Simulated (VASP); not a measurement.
# AlCu4 (P2_13) in VASP: further runs

The runs below take AlCu4 through single point, with r2SCAN.

Everything below comes from runs of VASP 6.6.1. Logs are shortened: lines on timing, memory, paths and dates and some standing lists are left out, and cuts for length are marked.

## Step 1: The cell of the first run

It takes space group P2_13 (No. 198, cubic). The conventional cell has a = 6.448 Å, b = 6.448 Å, c = 6.448 Å, α = 90.00°, β = 90.00°, γ = 90.00°. Within 3.2 Å of Al (site symmetry 3) lie 12 Cu at 2.43 to 2.73 Å. Within 3.2 Å of Cu (site symmetry 3) lie 3 Al at 2.43 Å and 9 Cu at 2.59 to 2.73 Å. Cu (site symmetry 1) has 11 Cu at 2.59 to 3.35 Å and 3 Al at 2.61 to 2.73 Å within 3.4 Å.

## Step 2: Single point, r2SCAN (13.40 Å³/atom)

POSCAR reads:

```
AlCu4
1.0
    6.4476883708      0.0000000000      0.0000000000
    0.0000000000      6.4476883708      0.0000000000
    0.0000000000      0.0000000000      6.4476883708
Al Cu
4 16
Direct
    0.4399761141      0.9399761141      0.5600238859
    0.9399761141      0.5600238859      0.4399761141
    0.5600238859      0.4399761141      0.9399761141
    0.0600238859      0.0600238859      0.0600238859
    0.8080409229      0.3080409229      0.1919590771
    0.3080409229      0.1919590771      0.8080409229
    0.1919590771      0.8080409229      0.3080409229
    0.6919590771      0.6919590771      0.6919590771
    0.0483732035      0.8754557276      0.7000734107
    0.2999265893      0.5483732035      0.6245442724
    0.3754557276      0.7999265893      0.9516267965
    0.5483732035      0.6245442724      0.2999265893
    0.7999265893      0.9516267965      0.3754557276
    0.8754557276      0.7000734107      0.0483732035
    0.9516267965      0.3754557276      0.7999265893
    0.7000734107      0.0483732035      0.8754557276
    0.6245442724      0.2999265893      0.5483732035
    0.4516267965      0.1245442724      0.2000734107
    0.2000734107      0.4516267965      0.1245442724
    0.1245442724      0.2000734107      0.4516267965
```

INCAR.step1 reads:

```
PREC     = Accurate       # precision mode
ENCUT    = 520            # plane-wave cutoff, eV
ISMEAR   = 0              # smearing method
SIGMA    = 0.1            # smearing width, eV
LREAL    = Auto         
LASPH    = T              # aspherical terms in the spheres
NELM     = 100            # most SCF steps
NBANDS   = 110            # bands
GGA      = PE             # functional
ALGO     = Normal         # electronic algorithm
EDIFF    = 1E-4           # SCF threshold, eV
LWAVE    = T              # write WAVECAR
LCHARG   = F              # write CHGCAR
KPAR     = 4
```

INCAR.step2 reads:

```
PREC     = Accurate       # precision mode
ENCUT    = 520            # plane-wave cutoff, eV
EDIFF    = 1E-6           # SCF threshold, eV
ISMEAR   = 0              # smearing method
SIGMA    = 0.1            # smearing width, eV
LREAL    = Auto         
LASPH    = T              # aspherical terms in the spheres
NELM     = 100            # most SCF steps
ALGO     = Normal         # electronic algorithm
ISIF     = 2              # what is computed and relaxed
LWAVE    = F              # write WAVECAR
LCHARG   = T              # write CHGCAR
METAGGA  = R2SCAN         # meta-GGA
LMIXTAU  = T            
LVHAR    = T            
NBANDS   = 110            # bands
ISTART   = 1            
KPAR     = 4
```

KPOINTS reads:

```
regular mesh
0
Gamma
  6 6 6
```

Potentials or basis: VASP PAW PBE potentials, release 64 (Al, Cu).

The run is started by

```bash
> cat potpaw_PBE.64/Al/POTCAR potpaw_PBE.64/Cu/POTCAR > POTCAR
> cp INCAR.step1 INCAR
> mpirun -np 4 vasp_std > vasp.out
> cp INCAR.step2 INCAR
> mpirun -np 4 vasp_std > vasp.out
```

OUTCAR:

```text
PREC = Accurate
   ENCUT = 520
   EDIFF = 1E-6
   ISMEAR = 0
   LREAL = Auto
   LASPH = T
   NELM = 100
   ISIF = 2
   METAGGA = R2SCAN
   ISTART = 1

 ion  position               nearest neighbor table
   1  0.440  0.940  0.560-   6 2.43   7 2.43   8 2.43  13 2.61  17 2.61  18 2.61   9 2.71  10 2.71
                            11 2.71  12 2.73  16 2.73  20 2.73
   2  0.940  0.560  0.440-   5 2.43   7 2.43   8 2.43  10 2.61  15 2.61  20 2.61  14 2.71  12 2.71
                            13 2.71  17 2.73  19 2.73   9 2.73
   3  0.560  0.440  0.940-   5 2.43   6 2.43   8 2.43  11 2.61  12 2.61  19 2.61  16 2.71  17 2.71
                            15 2.71  10 2.73  18 2.73  14 2.73
   4  0.060  0.060  0.060-   5 2.43   6 2.43   7 2.43   9 2.61  14 2.61  16 2.61  18 2.71  19 2.71
                            20 2.71  11 2.73  15 2.73  13 2.73
   5  0.808  0.308  0.192-   2 2.43   3 2.43   4 2.43  13 2.59  17 2.59  18 2.59  14 2.73  15 2.73
                            19 2.73  16 2.73  12 2.73  20 2.73
   6  0.308  0.192  0.808-   1 2.43   3 2.43   4 2.43  10 2.59  15 2.59  20 2.59  16 2.73  18 2.73
                            11 2.73   9 2.73  19 2.73  17 2.73
   7  0.192  0.808  0.308-   1 2.43   2 2.43   4 2.43  11 2.59  12 2.59  19 2.59  13 2.73   9 2.73
                            20 2.73  18 2.73  10 2.73  14 2.73
   8  0.692  0.692  0.692-   1 2.43   2 2.43   3 2.43   9 2.59  14 2.59  16 2.59  10 2.73  12 2.73
                            17 2.73  15 2.73  13 2.73  11 2.73
   9  0.048  0.875  0.700-   8 2.59   4 2.61  13 2.68  20 2.68  11 2.70  10 2.70   1 2.71   7 2.73
[... 9 lines left out ...]
  14  0.875  0.700  0.048-   8 2.59   4 2.61  15 2.68  19 2.68  12 2.70  13 2.70   2 2.71   5 2.73
                             3 2.73   7 2.73  16 2.75   9 2.75
  15  0.952  0.375  0.800-   6 2.59   2 2.61  14 2.68  19 2.68  17 2.70  16 2.70   3 2.71   5 2.73
                             4 2.73   8 2.73  10 2.75  20 2.75
  16  0.700  0.048  0.875-   8 2.59   4 2.61  11 2.68  18 2.68  17 2.70  15 2.70   3 2.71   6 2.73
                             1 2.73   5 2.73  14 2.75   9 2.75
  17  0.625  0.300  0.548-   5 2.59   1 2.61  10 2.68  12 2.68  15 2.70  16 2.70   3 2.71   8 2.73
                             2 2.73   6 2.73  13 2.75  18 2.75
  18  0.452  0.125  0.200-   5 2.59   1 2.61  11 2.68  16 2.68  20 2.70  19 2.70   4 2.71   6 2.73
                             3 2.73   7 2.73  13 2.75  17 2.75
  19  0.200  0.452  0.125-   7 2.59   3 2.61  14 2.68  15 2.68  20 2.70  18 2.70   4 2.71   5 2.73
                             2 2.73   6 2.73  11 2.75  12 2.75
  20  0.125  0.200  0.452-   6 2.59   2 2.61   9 2.68  13 2.68  18 2.70  19 2.70   4 2.71   7 2.73
                             1 2.73   5 2.73  10 2.75  15 2.75

  LATTYP: Found a simple cubic cell.
 ALAT       =     6.4476883708

  Lattice vectors:

 A1 = (   6.4476883708,   0.0000000000,   0.0000000000)
 A2 = (   0.0000000000,   6.4476883708,   0.0000000000)
 A3 = (   0.0000000000,   0.0000000000,   6.4476883708)

Analysis of symmetry for initial positions (statically):
=====================================================================
 Subroutine PRICEL returns:
 Original cell was already a primitive cell.

 Routine SETGRP: Setting up the symmetry group for a
 simple cubic supercell.

 Subroutine GETGRP returns: Found 12 space group operations
 (whereof  3 operations were pure point group operations)
 out of a pool of 48 trial point group operations.

The static configuration has the point symmetry C_3 .
 The point group associated with its full space group is T   .

Analysis of symmetry for dynamics (positions and initial velocities):
=====================================================================
 Subroutine PRICEL returns:
 Original cell was already a primitive cell.

 Routine SETGRP: Setting up the symmetry group for a
 simple cubic supercell.

 Subroutine GETGRP returns: Found 12 space group operations
 (whereof  3 operations were pure point group operations)
 out of a pool of 48 trial point group operations.

The dynamic configuration has the point symmetry C_3 .
 The point group associated with its full space group is T   .

 Subroutine INISYM returns: Found 12 space group operations
 (whereof  3 operations are pure point group operations),
 and found     1 'primitive' translations

----------------------------------------------------------------------------------------

                                     Primitive cell

  volume of cell :     268.0477

  direct lattice vectors                    reciprocal lattice vectors
     6.447688371  0.000000000  0.000000000     0.155094344  0.000000000  0.000000000
     0.000000000  6.447688371  0.000000000     0.000000000  0.155094344  0.000000000
     0.000000000  0.000000000  6.447688371     0.000000000  0.000000000  0.155094344
[... 50 lines left out ...]

 KPOINTS: regular mesh

Automatic generation of k-mesh.
 Grid dimensions read from file:
 generate k-points for:    6    6    6

 Generating k-lattice:

  Cartesian coordinates                     Fractional coordinates (reciprocal lattice)
     0.025849057  0.000000000  0.000000000     0.166666667  0.000000000  0.000000000
     0.000000000  0.025849057  0.000000000     0.000000000  0.166666667  0.000000000
     0.000000000  0.000000000  0.025849057     0.000000000  0.000000000  0.166666667

  Length of vectors
     0.025849057  0.025849057  0.025849057

  Shift w.r.t. Gamma in fractional coordinates (k-lattice)
     0.000000000  0.000000000  0.000000000

 Subroutine IBZKPT returns following result:
 ===========================================

 Found     24 irreducible k-points:

 Following reciprocal coordinates:
            Coordinates               Weight
  0.000000  0.000000  0.000000      1.000000
  0.166667  0.000000  0.000000      6.000000
  0.333333  0.000000  0.000000      6.000000
  0.500000  0.000000  0.000000      3.000000
  0.166667  0.166667  0.000000     12.000000
  0.333333  0.166667  0.000000     12.000000
[... 16 lines left out ...]
  0.500000  0.500000  0.333333      6.000000
  0.500000  0.500000  0.500000      1.000000
   k-points           NKPTS =     24   k-points in BZ     NKDIM =     24   number of bands    NBANDS=    110
   number of dos      NEDOS =    301   number of ions     NIONS =     20
   total plane-waves  NPLWV = 110592
   dimension x,y,z NGX =    48 NGY =   48 NGZ =   48
   dimension x,y,z NGXF=    96 NGYF=   96 NGZF=   96
   ions per type =               4  16
   NGX,Y,Z   is equivalent  to a cutoff of  12.38, 12.38, 12.38 a.u.
   NGXF,Y,Z  is equivalent  to a cutoff of  24.75, 24.75, 24.75 a.u.
 SYSTEM =  unknown system
   PREC   = accura    normal or accurate (medium, high low for compatibility)
   ISTART =      1    job   : 0-new  1-cont  2-samecut
   ICHARG =      0    charge: 1-file 2-atom 10-const
   ISPIN  =      1    spin polarized calculation?
   LNONCOLLINEAR =      F non collinear calculations
   LSORBIT =      F    spin-orbit coupling
   LASPH  =      T    aspherical Exc in radial PAW
   ENCUT  =  520.0 eV  38.22 Ry    6.18 a.u.  11.99 11.99 11.99*2*pi/ulx,y,z
   NELM   =    100;   NELMIN=  2; NELMDL=  0     # of ELM steps
   EDIFF  = 0.1E-05   stopping-criterion for ELM
   LREAL  =      T    real-space projection
   EDIFFG = 0.1E-04   stopping-criterion for IOM
   NSW    =      0    number of steps for IOM
[... 5 lines left out ...]
   TEBEG  =    0.0;   TEEND  =   0.0 temperature during run
   PSTRESS=    0.0 pullay stress
   NELECT =     188.0000    total number of electrons
   NUPDOWN=      -1.0000    fix difference up-down
   EMIN   =  10.00;   EMAX   =-10.00  energy-range for DOS
   EFERMI =   0.00;   METHOD = LEGACY
   ISMEAR =     0;   SIGMA  =   0.10  broadening in eV -4-tet -1-fermi 0-gaus
   EFERMI_NEDOS =   21; number of points for ismear=-14 and -15
   IALGO  =     38    algorithm
   IMIX   =      4    mixing-type and parameters
     AMIX     =   0.40;   BMIX     =  1.00
     AMIX_MAG =   1.60;   BMIX_MAG =  1.00
  volume/ion in A,a.u.               =      13.40        90.44
  Fermi-wavevector in a.u.,A,eV,Ry     =   1.454532  2.748668 28.785364  2.115665
  Thomas-Fermi vector in A             =   2.571672
   LORBIT       =      0    0 simple, 1 ext, 2 COOP (PROOUT), +10 PAW based schemes
   METAGGA = R2SCAN    functional components
   LHFCALC =     F    Hartree Fock is set to
   AEXX    =    0.0000 exact exchange contribution
   IVDW    =     0    specifies the selected vdW correction
   LEPSILON=     F    determine dielectric tensor
   LRPA    =     F    only Hartree local field effects (RPA)
 non-spin polarized calculation
 Gauss-broadening in eV      SIGMA  =   0.10
  energy-cutoff  :      520.00
  volume of cell :      268.05
 maximum number of plane-waves:      7262
   NGX = 23   NGY = 23   NGZ = 23

 number of electron     187.9999976 magnetization

 Free energy of the ion-electron system (eV)
  ---------------------------------------------------
  ext. energy  EPLUGINS =         0.00000000
  ---------------------------------------------------
  free energy    TOTEN  =      -201.88410316 eV

  energy without entropy =     -201.85782992  energy(sigma->0) =     -201.87096654

 E-fermi :   6.7842     XC(G=0): -12.7034

 val. band max:        6.7792944046   @ k =   0.3333   0.1667   0.1667
 cond. band min:       6.8016909282   @ k =   0.3333   0.3333   0.0000
 fundamental gap:      0.0223965236
 Fermi energy:         6.7841740820

 k-point     1 :       0.0000    0.0000    0.0000
  band No.  band energies     occupation
      1      -3.1465      2.00000
      2      -0.1827      2.00000
      3      -0.1827      2.00000
      4      -0.1827      2.00000
      5       0.8480      2.00000
      6       0.8480      2.00000
[... 2605 lines left out ...]
    105      10.4651      0.00000
    106      10.4651      0.00000
 [bands above 106 left out]

------------------------ aborting loop because EDIFF is reached ----------------------------------------

  FORCE on cell =-STRESS in cart. coord.  units (eV):
  Direction    XX          YY          ZZ          XY          YZ          ZX
  --------------------------------------------------------------------------------------
  -------------------------------------------------------------------------------------
  Total      -17.5856324    -17.5856324    -17.5856324     -0.0000000      0.0000000      0.0000000
  in kB     -105.1130062   -105.1130062   -105.1130062     -0.0000000      0.0000000      0.0000000
  external PRESSURE =    -105.1130062 kB  Pullay stress =       0.0000000 kB

 VOLUME and BASIS-vectors are now :
 -----------------------------------------------------------------------------
  energy-cutoff  :      520.00
  volume of cell :      268.05
      direct lattice vectors                 reciprocal lattice vectors
     6.447688371  0.000000000  0.000000000     0.155094344  0.000000000  0.000000000
     0.000000000  6.447688371  0.000000000     0.000000000  0.155094344  0.000000000
     0.000000000  0.000000000  6.447688371     0.000000000  0.000000000  0.155094344

 POSITION                                       TOTAL-FORCE (eV/Angst)
 -----------------------------------------------------------------------------------
      2.83683      6.06067      3.61086         0.004343      0.004343     -0.004343
      6.06067      3.61086      2.83683         0.004343     -0.004343      0.004343
      3.61086      2.83683      6.06067        -0.004343      0.004343      0.004343
      0.38702      0.38702      0.38702        -0.004343     -0.004343     -0.004343
      5.21000      1.98615      1.23769         0.006391      0.006391     -0.006391
      1.98615      1.23769      5.21000         0.006391     -0.006391      0.006391
[... 12 lines left out ...]
      1.29001      2.91195      0.80302        -0.016000     -0.024311      0.003043
      0.80302      1.29001      2.91195         0.003043     -0.016000     -0.024311
 -----------------------------------------------------------------------------------
    total drift:                                0.000001      0.000001     -0.000000

  FREE ENERGIE OF THE ION-ELECTRON SYSTEM (eV)
  ---------------------------------------------------
  free  energy   TOTEN  =      -201.8841031623 eV

  energy  without entropy=     -201.8578299157  energy(sigma->0) =     -201.87096654
```

Wall time 9.6 min (4 MPI ranks of Intel Xeon Platinum 8488C (Sapphire Rapids), shared host); peak memory 0.64 GiB.

Results:

```yaml
Free_energy: -201.8841 eV
Pressure: -10.5 GPa
Largest_force: 0.029 eV/Å
Band_gap_on_the_k_mesh: zero (bands 94 and 95 overlap by 1.09 eV)
```

Forces in eV/Å, atoms in the order of the input:
```
Al   0.004  0.004 -0.004
Al   0.004 -0.004  0.004
Al  -0.004  0.004  0.004
Al  -0.004 -0.004 -0.004
Cu   0.006  0.006 -0.006
Cu   0.006 -0.006  0.006
Cu  -0.006  0.006  0.006
Cu  -0.006 -0.006 -0.006
Cu   0.024 -0.003 -0.016
Cu   0.016  0.024  0.003
Cu  -0.003  0.016 -0.024
Cu   0.024  0.003  0.016
Cu   0.016 -0.024 -0.003
Cu  -0.003 -0.016  0.024
Cu  -0.024 -0.003  0.016
Cu  -0.016  0.024 -0.003
Cu   0.003  0.016  0.024
Cu  -0.024  0.003 -0.016
Cu  -0.016 -0.024  0.003
Cu   0.003 -0.016 -0.024
```

Levels at points of the mesh, in eV from the Fermi level:
| k point | band 91 | band 92 | band 93 | band 94 | band 95 | band 96 | band 97 | band 98 |
| --- | --- | --- | --- | --- | --- | --- | --- | --- |
| (0.00, 0.00, 0.00) | -0.73 | -0.52 | -0.52 | -0.52 | -0.37 | -0.37 | 0.42 | 0.42 |
| (0.50, 0.00, 0.00) | -0.60 | -0.60 | -0.39 | -0.39 | 0.52 | 0.52 | 1.15 | 1.15 |
| (0.50, 0.50, 0.00) | -1.31 | -1.31 | -0.06 | -0.06 | 1.08 | 1.08 | 1.66 | 1.66 |
| (0.50, 0.50, 0.50) | 0.37 | 0.37 | 0.72 | 0.72 | 0.72 | 0.72 | 2.34 | 2.34 |

Caveat: the cell stands under tension; the PAW data sets were made with another functional, which shifts forces and pressure a little.

## Step 3: Single point, r2SCAN

This run uses another cell than the first one, of 12.17 Å³/atom.

POSCAR reads:

```
AlCu4
1.0
    6.2435652700      0.0000000000      0.0000000000
    0.0000000000      6.2435652700      0.0000000000
    0.0000000000      0.0000000000      6.2435652700
Al Cu
4 16
Direct
    0.4398625016      0.9398625016      0.5601374984
    0.9398625016      0.5601374984      0.4398625016
    0.5601374984      0.4398625016      0.9398625016
    0.0601374984      0.0601374984      0.0601374984
    0.8086308184      0.3086308184      0.1913691816
    0.3086308184      0.1913691816      0.8086308184
    0.1913691816      0.8086308184      0.3086308184
    0.6913691816      0.6913691816      0.6913691816
    0.0476216554      0.8752638704      0.7007886920
    0.2992113080      0.5476216554      0.6247361296
    0.3752638704      0.7992113080      0.9523783446
    0.5476216554      0.6247361296      0.2992113080
    0.7992113080      0.9523783446      0.3752638704
    0.8752638704      0.7007886920      0.0476216554
    0.9523783446      0.3752638704      0.7992113080
    0.7007886920      0.0476216554      0.8752638704
    0.6247361296      0.2992113080      0.5476216554
    0.4523783446      0.1247361296      0.2007886920
    0.2007886920      0.4523783446      0.1247361296
    0.1247361296      0.2007886920      0.4523783446
```

INCAR.step1 reads:

```
SYSTEM = AlCu4
ALGO = Normal ; EDIFF = 1E-4
ENCUT = 520 ; GGA = PE
ISMEAR = 0 ; LASPH = .True.
LCHARG = .False. ; LREAL = Auto
LWAVE = .True. ; NBANDS = 110
NELM = 80 ; PREC = Accurate
SIGMA = 0.1
```

INCAR.step2 reads:

```
SYSTEM = AlCu4
ALGO = Normal ; EDIFF = 1E-6
ENCUT = 520 ; ISIF = 2
ISMEAR = 0 ; ISTART = 1
LASPH = .True. ; LCHARG = .False.
LMIXTAU = .True. ; LREAL = Auto
LWAVE = .False. ; METAGGA = R2SCAN
NBANDS = 110 ; NELM = 80
PREC = Accurate ; SIGMA = 0.1
```

KPOINTS reads:

```
k-points
0
Gamma
  6 6 6
  0 0 0
```

Potentials or basis: VASP PAW PBE potentials, release 64 (Al, Cu).

The run is started by

```bash
> cat potpaw_PBE.64/Al/POTCAR potpaw_PBE.64/Cu/POTCAR > POTCAR
> cp INCAR.step1 INCAR
> mpirun -np 1 vasp_std > vasp.out
> cp INCAR.step2 INCAR
> mpirun -np 1 vasp_std > vasp.out
```

Run time: 1.8 h. Hardware: 1 thread of Oxide Virtual Turin-like, shared host; peak memory 0.59 GiB.

The run converged. Its results:

```
Free energy            : -202.7372 eV
Pressure               : 0.6 GPa
Largest force          : 0.009 eV/Å
Band gap on the k mesh : zero (bands 94 and 95 overlap by 1.05 eV)
```

Forces on the atoms (eV/Å):
```
Al  -0.002 -0.002  0.002
Al  -0.002  0.002 -0.002
Al   0.002 -0.002 -0.002
Al   0.002  0.002  0.002
Cu   0.005  0.005 -0.005
Cu   0.005 -0.005  0.005
Cu  -0.005  0.005  0.005
Cu  -0.005 -0.005 -0.005
Cu   0.007  0.003  0.005
Cu  -0.005  0.007 -0.003
Cu   0.003 -0.005 -0.007
Cu   0.007 -0.003 -0.005
Cu  -0.005 -0.007  0.003
Cu   0.003  0.005  0.007
Cu  -0.007  0.003 -0.005
Cu   0.005  0.007  0.003
Cu  -0.003 -0.005  0.007
Cu  -0.007 -0.003  0.005
Cu   0.005 -0.007 -0.003
Cu  -0.003  0.005 -0.007
```

Levels at points of the mesh, in eV from the Fermi level:
```tsv
k point	band 90	band 91	band 92	band 93	band 94	band 95	band 96	band 97	band 98	band 99
(0.00, 0.00, 0.00)	-0.77	-0.77	-0.48	-0.48	-0.48	-0.31	-0.31	0.46	0.46	0.46
(0.50, 0.00, 0.00)	-1.66	-0.64	-0.64	-0.39	-0.39	0.53	0.53	1.32	1.32	1.57
(0.50, 0.50, 0.00)	-1.41	-1.34	-1.34	-0.08	-0.08	1.12	1.12	1.82	1.82	2.18
(0.50, 0.50, 0.50)	0.40	0.40	0.40	0.73	0.73	0.73	0.73	2.57	2.57	2.57
```

Caveat: the PAW data sets were made with another functional, which shifts forces and pressure a little.

The gap in the log of VASP goes by the Fermi energy; the results here count the filled bands.